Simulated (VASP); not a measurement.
# Zr6H (I222) in VASP: single point with PBE

Aim: the single point of Zr6H with PBE.

Everything below comes from runs of VASP 6.6.1. Logs are shortened: lines on timing, memory, paths and dates and some standing lists are left out, and cuts for length are marked.

### Step 1. The cell of the first run

The structure is orthorhombic, space group I222 (No. 23). The conventional cell has a = 5.438 Å, b = 6.211 Å, c = 8.323 Å, α = 90.00°, β = 90.00°, γ = 90.00°. Zr (site symmetry 222) has 2 H at 2.72 Å and 10 Zr at 3.11 to 3.14 Å within 3.6 Å. Zr (site symmetry 222) has 14 Zr at 3.11 to 3.80 Å and 6 H at 4.13 to 4.16 Å within 4.2 Å. Within 3.3 Å of Zr (site symmetry 1) lie 1 H at 2.18 Å and 9 Zr at 2.98 to 3.22 Å. H (site symmetry 222) has 6 Zr at 2.18 to 2.72 Å within 2.9 Å.

### Step 2. Single point, PBE

INCAR reads:

```
SYSTEM = Zr6H
PREC     = Accurate       ! precision mode
ENCUT    = 520            ! plane-wave cutoff, eV
EDIFF    = 1E-6           ! SCF threshold, eV
ISMEAR   = 0              ! smearing method
SIGMA    = 0.1            ! smearing width, eV
LREAL    = .FALSE.        ! projectors in reciprocal space
LASPH    = .TRUE.         ! aspherical terms in the spheres
NELM     = 80             ! most SCF steps
ALGO     = Normal         ! electronic algorithm
ISIF     = 2              ! what is computed and relaxed
LWAVE    = .FALSE.        ! write WAVECAR
LCHARG   = .FALSE.        ! write CHGCAR
GGA      = PE             ! functional
NBANDS   = 46             ! bands
```

KPOINTS reads:

```
regular mesh
0
G
  4 4 4
  0 0 0
```

POSCAR reads:

```
Zr6H
1.0
   -2.7188629099      4.1614719711      3.1052516920
    2.7188629099     -4.1614719711      3.1052516920
    2.7188629099      4.1614719711     -3.1052516920
Zr H
6 1
Direct
    0.2500000000      0.2500000000      0.0000000000
    0.7500000000      0.7500000000      0.0000000000
    0.3230926161      0.0772598066      0.4003524227
    0.8230926161      0.4227401934      0.2458328095
    0.6769073839      0.9227401934      0.5996475773
    0.1769073839      0.5772598066      0.7541671905
    0.2500000000      0.7500000000      0.5000000000
```

Potentials or basis: VASP PAW PBE potentials, release 64 (Zr_sv, H).

On the command line:

```console
cat potpaw_PBE.64/Zr_sv/POTCAR potpaw_PBE.64/H/POTCAR > POTCAR
mpirun -np 1 vasp_std > vasp.out
```

OUTCAR:

```text
SYSTEM = Zr6H
   PREC = Accurate
   ENCUT = 520
   EDIFF = 1E-6
   ISMEAR = 0
   LREAL = .FALSE.
   LASPH = .TRUE.
   NELM = 80
   ISIF = 2
   GGA = PE

 ion  position               nearest neighbor table
   1  0.250  0.250  0.000-   2 3.11   2 3.11   6 3.13   4 3.13   5 3.13   3 3.13   3 3.14   5 3.14
                             4 3.14   6 3.14   3 3.80   4 3.80   6 3.80   5 3.80
   2  0.750  0.750  0.000-   1 3.11   1 3.11   6 3.13   4 3.13   3 3.13   5 3.13   5 3.14   3 3.14
                             6 3.14   4 3.14   5 3.80   6 3.80   4 3.80   3 3.80
   3  0.323  0.077  0.400-   7 2.18   6 2.98   6 2.98   5 3.06   2 3.13   1 3.13   1 3.14   2 3.14
                             4 3.22   4 3.22   1 3.80   2 3.80   5 3.83   5 3.83
   4  0.823  0.423  0.246-   7 2.18   5 2.98   5 2.98   6 3.06   2 3.13   1 3.13   1 3.14   2 3.14
                             3 3.22   3 3.22   1 3.80   2 3.80   6 3.83   6 3.83
   5  0.677  0.923  0.600-   7 2.18   4 2.98   4 2.98   3 3.06   1 3.13   2 3.13   2 3.14   1 3.14
                             6 3.22   6 3.22   2 3.80   1 3.80   3 3.83   3 3.83
   6  0.177  0.577  0.754-   7 2.18   3 2.98   3 2.98   4 3.06   1 3.13   2 3.13   2 3.14   1 3.14
                             5 3.22   5 3.22   2 3.80   1 3.80   4 3.83   4 3.83
   7  0.250  0.750  0.500-   3 2.18   5 2.18   4 2.18   6 2.18

  LATTYP: Found a body centered orthorhombic cell.
 ALAT       =     5.4377258198
 B/A-ratio  =     1.1421141098
 C/A-ratio  =     1.5305927915

  Lattice vectors:

 A1 = (   2.7188629099,  -4.1614719711,  -3.1052516920)
 A2 = (  -2.7188629099,  -4.1614719711,   3.1052516920)
 A3 = (  -2.7188629099,   4.1614719711,  -3.1052516920)

Analysis of symmetry for initial positions (statically):
=====================================================================
 Subroutine PRICEL returns:
 Original cell was already a primitive cell.

 Routine SETGRP: Setting up the symmetry group for a
 body centered orthorhombic supercell.

 Subroutine GETGRP returns: Found  4 space group operations
 (whereof  2 operations were pure point group operations)
 out of a pool of  8 trial point group operations.

The static configuration has the point symmetry C_2 .
 The point group associated with its full space group is D_2 .

Analysis of symmetry for dynamics (positions and initial velocities):
=====================================================================
 Subroutine PRICEL returns:
 Original cell was already a primitive cell.

 Routine SETGRP: Setting up the symmetry group for a
 body centered orthorhombic supercell.

 Subroutine GETGRP returns: Found  4 space group operations
 (whereof  2 operations were pure point group operations)
 out of a pool of  8 trial point group operations.

The dynamic configuration has the point symmetry C_2 .
 The point group associated with its full space group is D_2 .

 Subroutine INISYM returns: Found  4 space group operations
 (whereof  2 operations are pure point group operations),
 and found     1 'primitive' translations

----------------------------------------------------------------------------------------

                                     Primitive cell

  volume of cell :     140.5371

  direct lattice vectors                    reciprocal lattice vectors
    -2.718862910  4.161471971  3.105251692     0.000000000  0.120149794  0.161017544
     2.718862910 -4.161471971  3.105251692     0.183900409  0.000000000  0.161017544
     2.718862910  4.161471971 -3.105251692     0.183900409  0.120149794  0.000000000

  length of vectors
     5.861113594  5.861113594  5.861113594     0.200904511  0.244429969  0.219670966

  position of ions in fractional coordinates (direct lattice)
     0.250000000  0.250000000  0.000000000
     0.750000000  0.750000000  0.000000000
     0.323092616  0.077259807  0.400352423
     0.823092616  0.422740193  0.245832810
     0.676907384  0.922740193  0.599647577
     0.176907384  0.577259807  0.754167190
     0.250000000  0.750000000  0.500000000

  ion indices of the primitive-cell ions
   primitive index   ion index
                 1           1
                 2           2
                 3           3
                 4           4
                 5           5
                 6           6
                 7           7

----------------------------------------------------------------------------------------

 KPOINTS: regular mesh

Automatic generation of k-mesh.
 Grid dimensions read from file:
 generate k-points for:    4    4    4

 Generating k-lattice:

  Cartesian coordinates                     Fractional coordinates (reciprocal lattice)
     0.000000000  0.030037448  0.040254386     0.250000000  0.000000000  0.000000000
     0.045975102  0.000000000  0.040254386     0.000000000  0.250000000  0.000000000
     0.045975102  0.030037448  0.000000000     0.000000000  0.000000000  0.250000000

  Length of vectors
     0.050226128  0.061107492  0.054917741

  Shift w.r.t. Gamma in fractional coordinates (k-lattice)
     0.000000000  0.000000000  0.000000000

 Subroutine IBZKPT returns following result:
 ===========================================

 Found     18 irreducible k-points:

 Following reciprocal coordinates:
            Coordinates               Weight
  0.000000  0.000000  0.000000      1.000000
  0.250000  0.000000  0.000000      4.000000
  0.500000  0.000000  0.000000      2.000000
  0.000000  0.250000  0.000000      4.000000
  0.250000  0.250000  0.000000      8.000000
  0.500000  0.250000  0.000000      8.000000
[... 10 lines left out ...]
 -0.250000 -0.250000  0.250000      2.000000
  0.500000  0.500000  0.500000      1.000000
   k-points           NKPTS =     18   k-points in BZ     NKDIM =     18   number of bands    NBANDS=     46
   number of dos      NEDOS =    301   number of ions     NIONS =      7
   total plane-waves  NPLWV = 110592
   dimension x,y,z NGX =    48 NGY =   48 NGZ =   48
   dimension x,y,z NGXF=    96 NGYF=   96 NGZF=   96
   ions per type =               6   1
   NGX,Y,Z   is equivalent  to a cutoff of  13.61, 13.61, 13.61 a.u.
   NGXF,Y,Z  is equivalent  to a cutoff of  27.23, 27.23, 27.23 a.u.
 SYSTEM =  Zr6H
   PREC   = accura    normal or accurate (medium, high low for compatibility)
   ISTART =      0    job   : 0-new  1-cont  2-samecut
   ICHARG =      2    charge: 1-file 2-atom 10-const
   ISPIN  =      1    spin polarized calculation?
   LNONCOLLINEAR =      F non collinear calculations
   LSORBIT =      F    spin-orbit coupling
   LASPH  =      T    aspherical Exc in radial PAW
   ENCUT  =  520.0 eV  38.22 Ry    6.18 a.u.  10.90 10.90 10.90*2*pi/ulx,y,z
   NELM   =     80;   NELMIN=  2; NELMDL= -5     # of ELM steps
   EDIFF  = 0.1E-05   stopping-criterion for ELM
   LREAL  =      F    real-space projection
   EDIFFG = 0.1E-04   stopping-criterion for IOM
   NSW    =      0    number of steps for IOM
   IBRION =     -1    ionic relax: 0-MD 1-quasi-New 2-CG
   NFREE  =      0    steps in history (QN), initial steepest desc. (CG)
   ISIF   =      2    stress and relaxation
   ISYM   =      2    0-nonsym 1-usesym 2-fastsym
   POTIM  = 0.5000    time-step for ionic-motion
   TEBEG  =    0.0;   TEEND  =   0.0 temperature during run
   PSTRESS=    0.0 pullay stress
   NELECT =      73.0000    total number of electrons
   NUPDOWN=      -1.0000    fix difference up-down
   EMIN   =  10.00;   EMAX   =-10.00  energy-range for DOS
   EFERMI =   0.00;   METHOD = LEGACY
   ISMEAR =     0;   SIGMA  =   0.10  broadening in eV -4-tet -1-fermi 0-gaus
   EFERMI_NEDOS =   21; number of points for ismear=-14 and -15
   IALGO  =     38    algorithm
   IMIX   =      4    mixing-type and parameters
     AMIX     =   0.40;   BMIX     =  1.00
     AMIX_MAG =   1.60;   BMIX_MAG =  1.00
  volume/ion in A,a.u.               =      20.08       135.48
  Fermi-wavevector in a.u.,A,eV,Ry     =   1.315988  2.486858 23.562919  1.731826
  Thomas-Fermi vector in A             =   2.446132
   LORBIT       =      0    0 simple, 1 ext, 2 COOP (PROOUT), +10 PAW based schemes
   GGA     = PE    functional components
   LHFCALC =     F    Hartree Fock is set to
   AEXX    =    0.0000 exact exchange contribution
   IVDW    =     0    specifies the selected vdW correction
   LEPSILON=     F    determine dielectric tensor
   LRPA    =     F    only Hartree local field effects (RPA)
 non-spin polarized calculation
 Gauss-broadening in eV      SIGMA  =   0.10
  energy-cutoff  :      520.00
  volume of cell :      140.54
 maximum number of plane-waves:      3799
 NGX is ok and might be reduce to    48
   NGX = 21   NGY = 21   NGZ = 21

 number of electron      73.0000000 magnetization

 Free energy of the ion-electron system (eV)
  ---------------------------------------------------
  ext. energy  EPLUGINS =         0.00000000
  ---------------------------------------------------
  free energy    TOTEN  =       -54.88346662 eV

  energy without entropy =      -54.84545631  energy(sigma->0) =      -54.86446147

 E-fermi :   8.9186     XC(G=0): -11.1259

 val. band max:        8.8759169833   @ k =   0.5000   0.5000   0.5000
 cond. band min:       8.9295477266   @ k =   0.5000   0.5000   0.5000
 fundamental gap:      0.0536307433
 Fermi energy:         8.9185758663

 k-point     1 :       0.0000    0.0000    0.0000
  band No.  band energies     occupation
      1     -39.8368      2.00000
      2     -39.6863      2.00000
      3     -39.6678      2.00000
      4     -39.6247      2.00000
      5     -39.6050      2.00000
      6     -39.6046      2.00000
[... 38 lines left out ...]
     45      10.8255      0.00000
     46      10.8702      0.00000

 k-point     2 :       0.2500    0.0000    0.0000
  band No.  band energies     occupation
      1     -39.8142      2.00000
      2     -39.6990      2.00000
      3     -39.6782      2.00000
      4     -39.6293      2.00000
      5     -39.6028      2.00000
      6     -39.6026      2.00000
[... 38 lines left out ...]
     45      10.7284      0.00000
     46      11.1597      0.00000

 k-point     3 :       0.5000    0.0000    0.0000
  band No.  band energies     occupation
      1     -39.7721      2.00000
      2     -39.7388      2.00000
      3     -39.6814      2.00000
      4     -39.6326      2.00000
      5     -39.6013      2.00000
      6     -39.6006      2.00000
[... 38 lines left out ...]
     45      10.9603      0.00000
     46      11.0883      0.00000

 k-point     4 :       0.0000    0.2500    0.0000
  band No.  band energies     occupation
      1     -39.8050      2.00000
      2     -39.6942      2.00000
      3     -39.6632      2.00000
      4     -39.6277      2.00000
      5     -39.6253      2.00000
      6     -39.6114      2.00000
[... 626 lines left out ...]
     45      10.6666      0.00000
     46      11.4721      0.00000

 k-point    17 :      -0.2500   -0.2500    0.2500
  band No.  band energies     occupation
      1     -39.7869      2.00000
      2     -39.7060      2.00000
      3     -39.6924      2.00000
      4     -39.6310      2.00000
      5     -39.6255      2.00000
      6     -39.5851      2.00000
[... 38 lines left out ...]
     45      11.0053      0.00000
     46      11.1264      0.00000

 k-point    18 :       0.5000    0.5000    0.5000
  band No.  band energies     occupation
      1     -39.7488      2.00000
      2     -39.7167      2.00000
      3     -39.7074      2.00000
      4     -39.6467      2.00000
      5     -39.6421      2.00000
      6     -39.5656      2.00000
[... 38 lines left out ...]
     45      11.1733      0.00000
     46      11.3366      0.00000

------------------------ aborting loop because EDIFF is reached ----------------------------------------

  FORCE on cell =-STRESS in cart. coord.  units (eV):
  Direction    XX          YY          ZZ          XY          YZ          ZX
  --------------------------------------------------------------------------------------
  -------------------------------------------------------------------------------------
  Total        0.8358604      1.0302178      0.7870188      0.0000000      0.0000000      0.0000000
  in kB        9.5291301     11.7448795      8.9723166      0.0000000      0.0000000      0.0000000
  external PRESSURE =      10.0821087 kB  Pullay stress =       0.0000000 kB

 VOLUME and BASIS-vectors are now :
 -----------------------------------------------------------------------------
  energy-cutoff  :      520.00
  volume of cell :      140.54
      direct lattice vectors                 reciprocal lattice vectors
    -2.718862910  4.161471971  3.105251692     0.000000000  0.120149794  0.161017544
     2.718862910 -4.161471971  3.105251692     0.183900409  0.000000000  0.161017544
     2.718862910  4.161471971 -3.105251692     0.183900409  0.120149794  0.000000000

 POSITION                                       TOTAL-FORCE (eV/Angst)
 -----------------------------------------------------------------------------------
      0.00000      0.00000      1.55263        -0.000000     -0.000000      0.000000
      0.00000      0.00000      4.65788        -0.000000     -0.000000      0.000000
      0.42012      2.68908     -0.00000        -0.071864     -0.054605      0.188766
     -0.42012      2.68908      3.10525         0.071864     -0.054605     -0.188766
      2.29875      1.47239      3.10525         0.071864      0.054605      0.188766
      3.13898      1.47239      0.00000        -0.071864      0.054605     -0.188766
      2.71886     -0.00000      1.55263        -0.000000     -0.000000      0.000000
 -----------------------------------------------------------------------------------
    total drift:                               -0.000000      0.000000      0.000000

  FREE ENERGIE OF THE ION-ELECTRON SYSTEM (eV)
  ---------------------------------------------------
  free  energy   TOTEN  =       -54.8834666205 eV

  energy  without entropy=      -54.8454563095  energy(sigma->0) =      -54.86446147
```

Run time: 77 s. Hardware: 1 thread of Intel Xeon 6975P-C (Granite Rapids), shared host; peak memory 0.35 GiB.

What came out:

```
Free energy            : -54.8835 eV
Pressure               : 1.0 GPa
Largest force          : 0.209 eV/Å
Band gap on the k mesh : zero (an odd number of electrons rules out a gap without spin polarisation)
```

Forces on the atoms (eV/Å):
```
Zr   0.000  0.000  0.000
Zr   0.000  0.000  0.000
Zr  -0.072 -0.055  0.189
Zr   0.072 -0.055 -0.189
Zr   0.072  0.055  0.189
Zr  -0.072  0.055 -0.189
H    0.000  0.000  0.000
```

Stress tensor (GPa, compression positive):
```
0.95 0.00 0.00
0.00 1.17 0.00
0.00 0.00 0.90
```
